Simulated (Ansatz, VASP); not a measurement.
**SnSe in VASP and in Ansatz**

```xyz
2
Lattice="0.0000 2.9205 2.9205 2.9205 0.0000 2.9205 2.9205 2.9205 0.0000" Properties=species:S:1:pos:R:3 pbc="T T T"
Sn    0.0000    0.0000    0.0000
Se    1.4603    1.4603    1.4603
```

Change from the starting cell: volume scaled by 0.64, LAPW.

Alike in both runs: task single point; functional PBE; k mesh 11 × 11 × 11; occupations fermi-dirac, width 0.05 eV; no spin polarisation.

|  | VASP | Ansatz |
| --- | --- | --- |
| version | VASP 6.6.1 | Ansatz 0.2.0 |
| potentials or method | VASP PAW PBE potentials, release 64 (Sn_d, Se), cutoff 500 eV | all-electron LAPW, scalar-relativistic |

|  | VASP | Ansatz | Ansatz less VASP |
| --- | --- | --- | --- |
| pressure (GPa) | 29.8 | 29.6 | -0.14 |

Both programs put the cell under a high pressure, so it lies far from rest at this level. Ansatz ran all-electron here, and VASP with PAW potentials.
